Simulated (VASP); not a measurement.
# YAu (Pm-3m) in VASP: notebook

Runs on YAu. Level: LDA. Tasks: single point.

Program: VASP 6.6.1. These are calculated values, not measurements. Logs are shortened: lines on timing, memory, paths and dates and some standing lists are left out, and cuts for length are marked.

### Step 1. The cell of the first run

The structure is cubic, space group Pm-3m (No. 221). The conventional cell has a = 3.529 Å, b = 3.529 Å, c = 3.529 Å, α = 90.00°, β = 90.00°, γ = 90.00°. Within 4.0 Å of Y (site symmetry m-3m) lie 8 Au at 3.06 Å and 6 Y at 3.53 Å. Au (site symmetry m-3m) has 8 Y at 3.06 Å and 6 Au at 3.53 Å within 4.0 Å.

### Step 2. Single point, LDA

INCAR

```
  PREC = Accurate
  ENCUT = 500
  EDIFF = 1E-6
  ISMEAR = 1
  SIGMA = 0.1
  LREAL = False
  LASPH = True
  NELM = 120
  ALGO = Normal
  ISIF = 2
  LWAVE = False
  LCHARG = False
  NBANDS = 18
  GGA_COMPAT = False
```

KPOINTS

```
Automatic mesh
0
Gamma
  7 7 7
```

POSCAR

```
YAu
1.0
    3.5290910229      0.0000000000      0.0000000000
    0.0000000000      3.5290910229      0.0000000000
    0.0000000000      0.0000000000      3.5290910229
Y Au
1 1
Direct
    0.5000000000      0.5000000000      0.5000000000
    0.0000000000      0.0000000000      0.0000000000
```

Potentials or basis: VASP PAW LDA potentials, release 64 (Y_sv, Au).

The run is started by

```sh
$ cat potpaw_LDA.64/Y_sv/POTCAR potpaw_LDA.64/Au/POTCAR > POTCAR
$ mpirun -np 1 vasp_std > vasp.out
```

OUTCAR:

```text
PREC = Accurate
   ENCUT = 500
   EDIFF = 1E-6
   ISMEAR = 1
   LREAL = False
   LASPH = True
   NELM = 120
   ISIF = 2

 ion  position               nearest neighbor table
   1  0.500  0.500  0.500-   2 3.06   2 3.06   2 3.06   2 3.06   2 3.06   2 3.06   2 3.06   2 3.06

   2  0.000  0.000  0.000-   1 3.06   1 3.06   1 3.06   1 3.06   1 3.06   1 3.06   1 3.06   1 3.06

  LATTYP: Found a simple cubic cell.
 ALAT       =     3.5290910229

  Lattice vectors:

 A1 = (   3.5290910229,   0.0000000000,   0.0000000000)
 A2 = (   0.0000000000,   3.5290910229,   0.0000000000)
 A3 = (   0.0000000000,   0.0000000000,   3.5290910229)

Analysis of symmetry for initial positions (statically):
=====================================================================
 Subroutine PRICEL returns:
 Original cell was already a primitive cell.

 Routine SETGRP: Setting up the symmetry group for a
 simple cubic supercell.

 Subroutine GETGRP returns: Found 48 space group operations
 (whereof 48 operations were pure point group operations)
 out of a pool of 48 trial point group operations.

The static configuration has the point symmetry O_h .

Analysis of symmetry for dynamics (positions and initial velocities):
=====================================================================
 Subroutine PRICEL returns:
 Original cell was already a primitive cell.

 Routine SETGRP: Setting up the symmetry group for a
 simple cubic supercell.

 Subroutine GETGRP returns: Found 48 space group operations
 (whereof 48 operations were pure point group operations)
 out of a pool of 48 trial point group operations.

The dynamic configuration has the point symmetry O_h .

 Subroutine INISYM returns: Found 48 space group operations
 (whereof 48 operations are pure point group operations),
 and found     1 'primitive' translations

----------------------------------------------------------------------------------------

                                     Primitive cell

  volume of cell :      43.9530

  direct lattice vectors                    reciprocal lattice vectors
     3.529091023  0.000000000  0.000000000     0.283359084  0.000000000  0.000000000
     0.000000000  3.529091023  0.000000000     0.000000000  0.283359084  0.000000000
     0.000000000  0.000000000  3.529091023     0.000000000  0.000000000  0.283359084

  length of vectors
     3.529091023  3.529091023  3.529091023     0.283359084  0.283359084  0.283359084
[... 74 lines left out ...]
   ENCUT  =  500.0 eV  36.75 Ry    6.06 a.u.   6.43  6.43  6.43*2*pi/ulx,y,z
   NELM   =    120;   NELMIN=  2; NELMDL= -5     # of ELM steps
   EDIFF  = 0.1E-05   stopping-criterion for ELM
   LREAL  =      F    real-space projection
   EDIFFG = 0.1E-04   stopping-criterion for IOM
   NSW    =      0    number of steps for IOM
   IBRION =     -1    ionic relax: 0-MD 1-quasi-New 2-CG
   NFREE  =      0    steps in history (QN), initial steepest desc. (CG)
   ISIF   =      2    stress and relaxation
   ISYM   =      2    0-nonsym 1-usesym 2-fastsym
   POTIM  = 0.5000    time-step for ionic-motion
   TEBEG  =    0.0;   TEEND  =   0.0 temperature during run
   PSTRESS=    0.0 pullay stress
   NELECT =      22.0000    total number of electrons
   NUPDOWN=      -1.0000    fix difference up-down
   EMIN   =  10.00;   EMAX   =-10.00  energy-range for DOS
   EFERMI =   0.00;   METHOD = LEGACY
   ISMEAR =     1;   SIGMA  =   0.10  broadening in eV -4-tet -1-fermi 0-gaus
   EFERMI_NEDOS =   21; number of points for ismear=-14 and -15
   IALGO  =     38    algorithm
   IMIX   =      4    mixing-type and parameters
     AMIX     =   0.40;   BMIX     =  1.00
     AMIX_MAG =   1.60;   BMIX_MAG =  1.00
  volume/ion in A,a.u.               =      21.98       148.30
  Fermi-wavevector in a.u.,A,eV,Ry     =   1.299829  2.456321 22.987795  1.689555
  Thomas-Fermi vector in A             =   2.431067
   LORBIT       =      0    0 simple, 1 ext, 2 COOP (PROOUT), +10 PAW based schemes
   GGA     = CA    functional components
   LHFCALC =     F    Hartree Fock is set to
   AEXX    =    0.0000 exact exchange contribution
   IVDW    =     0    specifies the selected vdW correction
   LEPSILON=     F    determine dielectric tensor
   LRPA    =     F    only Hartree local field effects (RPA)
 non-spin polarized calculation
 Methfessel and Paxton  Order N= 1 SIGMA  =   0.10
  energy-cutoff  :      500.00
  volume of cell :       43.95
 maximum number of plane-waves:      1141
 NGX is ok and might be reduce to    28
   NGX = 13   NGY = 13   NGZ = 13

 number of electron      22.0000006 magnetization

 Free energy of the ion-electron system (eV)
  ---------------------------------------------------
  ext. energy  EPLUGINS =         0.00000000
  ---------------------------------------------------
  free energy    TOTEN  =       -13.11627280 eV

  energy without entropy =      -13.11813975  energy(sigma->0) =      -13.11689512

 E-fermi :   6.3766     XC(G=0): -11.4558

 val. band max:        6.3753473711   @ k =   0.4286   0.0000   0.0000
 cond. band min:       6.4418645529   @ k =   0.2857   0.1429   0.1429
 fundamental gap:      0.0665171819
 Fermi energy:         6.3765675463

 k-point     1 :       0.0000    0.0000    0.0000
  band No.  band energies     occupation
      1     -36.2848      2.00000
      2     -16.2535      2.00000
      3     -16.2535      2.00000
      4     -16.2535      2.00000
      5      -1.3054      2.00000
      6       0.5714      2.00000
[... 397 lines left out ...]
      5       1.1849      2.00000
      6       1.2970      2.00000
[... 10 lines left out ...]
     17      14.3073      0.00000
     18      14.3073      0.00000

------------------------ aborting loop because EDIFF is reached ----------------------------------------

  FORCE on cell =-STRESS in cart. coord.  units (eV):
  Direction    XX          YY          ZZ          XY          YZ          ZX
  --------------------------------------------------------------------------------------
  -------------------------------------------------------------------------------------
  Total       -0.3142174     -0.3142174     -0.3142174      0.0000000      0.0000000      0.0000000
  in kB      -11.4538708    -11.4538708    -11.4538708      0.0000000      0.0000000      0.0000000
  external PRESSURE =     -11.4538708 kB  Pullay stress =       0.0000000 kB

 VOLUME and BASIS-vectors are now :
 -----------------------------------------------------------------------------
  energy-cutoff  :      500.00
  volume of cell :       43.95
      direct lattice vectors                 reciprocal lattice vectors
     3.529091023  0.000000000  0.000000000     0.283359084  0.000000000  0.000000000
     0.000000000  3.529091023  0.000000000     0.000000000  0.283359084  0.000000000
     0.000000000  0.000000000  3.529091023     0.000000000  0.000000000  0.283359084

 POSITION                                       TOTAL-FORCE (eV/Angst)
 -----------------------------------------------------------------------------------
      1.76455      1.76455      1.76455         0.000000      0.000000      0.000000
      0.00000      0.00000      0.00000         0.000000      0.000000      0.000000
 -----------------------------------------------------------------------------------
    total drift:                               -0.000000      0.000000      0.000000

  FREE ENERGIE OF THE ION-ELECTRON SYSTEM (eV)
  ---------------------------------------------------
  free  energy   TOTEN  =       -13.1162728048 eV

  energy  without entropy=      -13.1181397494  energy(sigma->0) =      -13.11689512
```

Run time: 29 s. Hardware: 1 thread of Intel Xeon 8259CL, shared host; peak memory 0.16 GiB.

What came out:

```
Free energy            : -13.1163 eV
Pressure               : -1.1 GPa
Band gap on the k mesh : zero (band 11 reaches 7.31 eV, above the bottom of band 12 at 4.91 eV)
```

Caveat: spin-orbit coupling is left out, which moves the levels of the heavy elements.

### Step 3. Single point, LDA

This run uses another cell than the first one, of 22.54 Å³/atom, 1.026 times its volume.

INCAR

```
PREC     = Accurate       # precision mode
ENCUT    = 500            # plane-wave cutoff, eV
EDIFF    = 1E-6           # SCF threshold, eV
ISMEAR   = 1              # smearing method
SIGMA    = 0.1            # smearing width, eV
LREAL    = F              # projectors in reciprocal space
LASPH    = T              # aspherical terms in the spheres
NELM     = 120            # most SCF steps
ALGO     = Normal         # electronic algorithm
ISIF     = 2              # what is computed and relaxed
LWAVE    = F              # write WAVECAR
LCHARG   = F              # write CHGCAR
GGA      = CA             # functional
NBANDS   = 18             # bands
GGA_COMPAT= F
```

KPOINTS is that of step 2.

POSCAR

```
YAu
1.0
    3.5590000000      0.0000000000      0.0000000000
    0.0000000000      3.5590000000      0.0000000000
    0.0000000000      0.0000000000      3.5590000000
Y Au
1 1
Direct
    0.5000000000      0.5000000000      0.5000000000
    0.0000000000      0.0000000000      0.0000000000
```

Potentials or basis: VASP PAW LDA potentials, release 64 (Y_sv, Au).

The run is started by

```sh
$ cat potpaw_LDA.64/Y_sv/POTCAR potpaw_LDA.64/Au/POTCAR > POTCAR
$ mpirun -np 1 vasp_std > vasp.out
```

OUTCAR:

```text
PREC = Accurate
   ENCUT = 500
   EDIFF = 1E-6
   ISMEAR = 1
   LREAL = F
   LASPH = T
   NELM = 120
   ISIF = 2
   GGA = CA

 ion  position               nearest neighbor table
   1  0.500  0.500  0.500-   2 3.08   2 3.08   2 3.08   2 3.08   2 3.08   2 3.08   2 3.08   2 3.08

   2  0.000  0.000  0.000-   1 3.08   1 3.08   1 3.08   1 3.08   1 3.08   1 3.08   1 3.08   1 3.08

  LATTYP: Found a simple cubic cell.
 ALAT       =     3.5590000000

  Lattice vectors:

 A1 = (   3.5590000000,   0.0000000000,   0.0000000000)
 A2 = (   0.0000000000,   3.5590000000,   0.0000000000)
 A3 = (   0.0000000000,   0.0000000000,   3.5590000000)

Analysis of symmetry for initial positions (statically):
=====================================================================
 Subroutine PRICEL returns:
 Original cell was already a primitive cell.

 Routine SETGRP: Setting up the symmetry group for a
 simple cubic supercell.

 Subroutine GETGRP returns: Found 48 space group operations
 (whereof 48 operations were pure point group operations)
 out of a pool of 48 trial point group operations.

[... 154 lines left out ...]
  free energy    TOTEN  =       -13.10024059 eV

  energy without entropy =      -13.10208225  energy(sigma->0) =      -13.10085448

 E-fermi :   6.1230     XC(G=0): -11.3308

 val. band max:        6.0746598390   @ k =   0.4286   0.4286   0.0000
 cond. band min:       6.1680652668   @ k =   0.4286   0.0000   0.0000
 fundamental gap:      0.0934054278
 Fermi energy:         6.1229889392

 k-point     1 :       0.0000    0.0000    0.0000
  band No.  band energies     occupation
      1     -36.6040      2.00000
      2     -16.5737      2.00000
      3     -16.5737      2.00000
      4     -16.5737      2.00000
      5      -1.4208      2.00000
      6       0.4736      2.00000
[... 397 lines left out ...]
      5       1.0365      2.00000
      6       1.1416      2.00000
[... 10 lines left out ...]
     17      13.8397      0.00000
     18      13.8397      0.00000

------------------------ aborting loop because EDIFF is reached ----------------------------------------

  FORCE on cell =-STRESS in cart. coord.  units (eV):
  Direction    XX          YY          ZZ          XY          YZ          ZX
  --------------------------------------------------------------------------------------
  -------------------------------------------------------------------------------------
  Total       -0.9755636     -0.9755636     -0.9755636      0.0000000      0.0000000     -0.0000000
  in kB      -34.6722629    -34.6722629    -34.6722629      0.0000000      0.0000000     -0.0000000
  external PRESSURE =     -34.6722629 kB  Pullay stress =       0.0000000 kB

 VOLUME and BASIS-vectors are now :
 -----------------------------------------------------------------------------
  energy-cutoff  :      500.00
  volume of cell :       45.08
      direct lattice vectors                 reciprocal lattice vectors
     3.559000000  0.000000000  0.000000000     0.280977803  0.000000000  0.000000000
     0.000000000  3.559000000  0.000000000     0.000000000  0.280977803  0.000000000
     0.000000000  0.000000000  3.559000000     0.000000000  0.000000000  0.280977803

 POSITION                                       TOTAL-FORCE (eV/Angst)
 -----------------------------------------------------------------------------------
      1.77950      1.77950      1.77950         0.000000      0.000000      0.000000
      0.00000      0.00000      0.00000         0.000000      0.000000      0.000000
 -----------------------------------------------------------------------------------
    total drift:                                0.000000      0.000000      0.000000

  FREE ENERGIE OF THE ION-ELECTRON SYSTEM (eV)
  ---------------------------------------------------
  free  energy   TOTEN  =       -13.1002405871 eV

  energy  without entropy=      -13.1020822538  energy(sigma->0) =      -13.10085448
```

OSZICAR:

```text
N       E                     dE             d eps       ncg     rms          rms(c)
DAV:   1     0.103877894317E+03    0.10388E+03   -0.11314E+04   728   0.115E+03
DAV:   2    -0.915652101605E+01   -0.11303E+03   -0.10925E+03   906   0.259E+02
DAV:   3    -0.138315410927E+02   -0.46750E+01   -0.45663E+01  1012   0.425E+01
DAV:   4    -0.139968189054E+02   -0.16528E+00   -0.16484E+00   924   0.601E+00
DAV:   5    -0.139993586030E+02   -0.25397E-02   -0.25384E-02   866   0.700E-01    0.340E+01
DAV:   6    -0.132632268663E+02    0.73613E+00   -0.19351E+00   760   0.102E+01    0.185E+01
DAV:   7    -0.131105368366E+02    0.15269E+00   -0.44176E-01   826   0.390E+00    0.729E+00
DAV:   8    -0.131059208327E+02    0.46160E-02   -0.11710E-01   924   0.233E+00    0.105E+00
DAV:   9    -0.131004240465E+02    0.54968E-02   -0.30749E-02   756   0.121E+00    0.252E-01
DAV:  10    -0.131002370758E+02    0.18697E-03   -0.13223E-03   762   0.239E-01    0.527E-02
DAV:  11    -0.131002415544E+02   -0.44786E-05   -0.58973E-05   874   0.556E-02    0.545E-02
DAV:  12    -0.131002404767E+02    0.10777E-05   -0.13589E-05   764   0.273E-02    0.142E-02
DAV:  13    -0.131002405871E+02   -0.11043E-06   -0.90898E-07   540   0.749E-03
   1 F= -.13100241E+02 E0= -.13100854E+02  d E =0.184167E-02
```

stdout:

```text
POSCAR found type information on POSCAR Y Au
 POSCAR found :  2 types and       2 ions
 scaLAPACK will be used
 LDA part: xc-table for (Slater(with rela. corr.)+CA(PZ))
 , standard interpolation
 POSCAR, INCAR and KPOINTS ok, starting setup
 FFT: planning ... GRIDC
 FFT: planning ... GRID_SOFT
 FFT: planning ... GRID
 WAVECAR not read
 entering main loop
```

It took 32 s on 1 thread of Intel Xeon 8259CL, shared host; peak memory 0.16 GiB.

What came out:

```yaml
Free_energy: -13.1002 eV
Pressure: -3.5 GPa
Band_gap_on_the_k_mesh: zero (band 11 reaches 7.04 eV, above the bottom of band 12 at 4.73 eV)
```

Caveat: spin-orbit coupling is left out, which moves the levels of the heavy elements.

### Step 4. Single point, LDA

This run uses another cell than the first one, of 23.10 Å³/atom, 1.051 times its volume.

INCAR

```
PREC     = Accurate       # precision mode
ENCUT    = 500            # plane-wave cutoff, eV
EDIFF    = 1E-6           # SCF threshold, eV
ISMEAR   = 1              # smearing method
SIGMA    = 0.1            # smearing width, eV
LREAL    = False          # projectors in reciprocal space
LASPH    = True           # aspherical terms in the spheres
NELM     = 120            # most SCF steps
ALGO     = Normal         # electronic algorithm
ISIF     = 2              # what is computed and relaxed
LWAVE    = False          # write WAVECAR
LCHARG   = False          # write CHGCAR
GGA      = CA             # functional
NBANDS   = 18             # bands
GGA_COMPAT= False
```

KPOINTS

```
regular mesh
0
Gamma
  7 7 7
```

POSCAR

```
YAu
1.0
    3.5884145571      0.0000000000      0.0000000000
    0.0000000000      3.5884145571      0.0000000000
    0.0000000000      0.0000000000      3.5884145571
Y Au
1 1
Direct
    0.5000000000      0.5000000000      0.5000000000
    0.0000000000      0.0000000000      0.0000000000
```

The run is started by

```sh
$ cat potpaw_LDA.64/Y_sv/POTCAR potpaw_LDA.64/Au/POTCAR > POTCAR
$ mpirun -np 1 vasp_std > vasp.out
```

It took 29 s on 1 thread of Intel Xeon 8259CL, shared host; peak memory 0.16 GiB.

It converged, with:

```yaml
Free_energy: -13.0689 eV
Pressure: -5.5 GPa
Band_gap_on_the_k_mesh: zero (band 11 reaches 6.79 eV, above the bottom of band 12 at 4.56 eV)
```

Levels at points of the mesh, in eV from the Fermi level:
| k point | band 9 | band 10 | band 11 | band 12 | band 13 | band 14 |
| --- | --- | --- | --- | --- | --- | --- |
| (0.00, 0.00, 0.00) | -4.34 | -4.34 | 0.91 | 0.91 | 4.39 | 4.39 |

Caveat: spin-orbit coupling is left out, which moves the levels of the heavy elements.

(Part 1 of 3 ends here.)
